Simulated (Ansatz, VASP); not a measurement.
**One calculation of Ir, two programs**

INCAR

```
SYSTEM = Ir
PREC = Accurate ; ENCUT = 520
EDIFF = 1E-6 ; ISMEAR = -1
SIGMA = 0.1 ; LREAL = .FALSE.
LASPH = .TRUE. ; NELM = 80
ALGO = Normal ; ISIF = 2
LWAVE = .FALSE. ; LCHARG = .FALSE.
GGA = PE ; NBANDS = 10
```

KPOINTS

```
Automatic mesh
0
G
  17 17 17
  0 0 0
```

POSCAR

```
Ir
1.0
    0.0000000000      1.7187599228      1.7187599228
    1.7187599228      0.0000000000      1.7187599228
    1.7187599228      1.7187599228      0.0000000000
Ir
1
Direct
    0.0000000000      0.0000000000      0.0000000000
```

Input for Ansatz:

```yaml
crystal:
  lattice:
    - [0.0, 1.7187599228, 1.7187599228]
    - [1.7187599228, 0.0, 1.7187599228]
    - [1.7187599228, 1.7187599228, 0.0]
  atoms:
    - { symbol: Ir, position: [0.0, 0.0, 0.0] }
kpoints:
  mp_grid: { grid: [17, 17, 17] }
scf:
  occupations: { method: fermi_dirac, width: 0.1 }
hamiltonian:
  xc: pbe
  pseudopotentials: { kind: all_electron, lapw: { basis_error: 0.001 } }
output:
  forces: true
  stress: true
  eigenvalues: true
  populations: true
```

Change from the starting cell: volume scaled by 0.7, LAPW.

Alike in both runs: task single point; functional PBE; k mesh 17 × 17 × 17; occupations fermi-dirac, width 0.1 eV; no spin polarisation.

|  | VASP | Ansatz |
| --- | --- | --- |
| version | VASP 6.6.1 | Ansatz 0.2.0 |
| potentials or method | VASP PAW PBE potentials, release 64 (Ir), cutoff 520 eV | all-electron LAPW, scalar-relativistic |

```csv
,VASP,Ansatz,Ansatz less VASP
pressure (GPa),304.4,297.2,-7.20
```

Both programs put the cell under a high pressure, so it lies far from rest at this level. Ansatz ran all-electron here, and VASP with PAW potentials.

Spin-orbit coupling is off throughout. Noted on VASP's run: the cell as given lies far from equilibrium.
